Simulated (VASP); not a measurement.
Set up this calculation in VASP 6.6.1, as the native input.

```
Task                   : single point
Functional             : PBE
Potentials or basis    : VASP PAW PBE potentials, release 64 (Zr_sv, B)
Cutoff                 : 520 eV
k mesh                 : 12 × 12 × 4
Occupations            : gaussian, width 0.1 eV
Spin                   : no spin polarisation
Dipole correction      : no
Further INCAR settings : ALGO = Fast; EDIFF = 1e-06; NBANDS = 36
```

The structure of Zr2B lies in POSCAR:

```
Zr2B
1.0
    3.4146750036      0.0000000000      0.0000000000
    0.0000000000      3.4146750036      0.0000000000
    0.0000000000      0.0000000000     11.8049675456
Zr B
4 2
Direct
    0.0000000000      0.5000000000      0.8654796255
    0.5000000000      0.0000000000      0.3654796255
    0.5000000000      0.0000000000      0.6345203745
    0.0000000000      0.5000000000      0.1345203745
    0.0000000000      0.0000000000      0.7500000000
    0.0000000000      0.0000000000      0.2500000000
```

The cell was generated, and may not be a known phase.

These files were run (other wordings do the same):

INCAR

```
PREC = Accurate
ENCUT = 520
EDIFF = 1E-6
ISMEAR = 0
SIGMA = 0.1
LREAL = F
LASPH = T
NELM = 60
ALGO = Fast
ISIF = 2
LWAVE = F
LCHARG = T
GGA = PE
LELF = T
LVHAR = T
NBANDS = 36
```

KPOINTS

```
regular mesh
0
Gamma
  12 12 4
```

Potentials or basis: VASP PAW PBE potentials, release 64 (Zr_sv, B).

Command:

```sh
$ cat potpaw_PBE.64/Zr_sv/POTCAR potpaw_PBE.64/B/POTCAR > POTCAR
$ mpirun -np 1 vasp_std > vasp.out
```

Results of the run:

- Pressure: 0.0 GPa
- Largest force: 0.006 eV/Å
- Band gap on the k mesh: zero (bands 27 and 28 overlap by 1.59 eV)

Run time: 6.9 min on 1 thread of Intel(R) Xeon(R) 6975P-C (Granite Rapids), with other jobs on the host, peak memory 0.47 GiB.
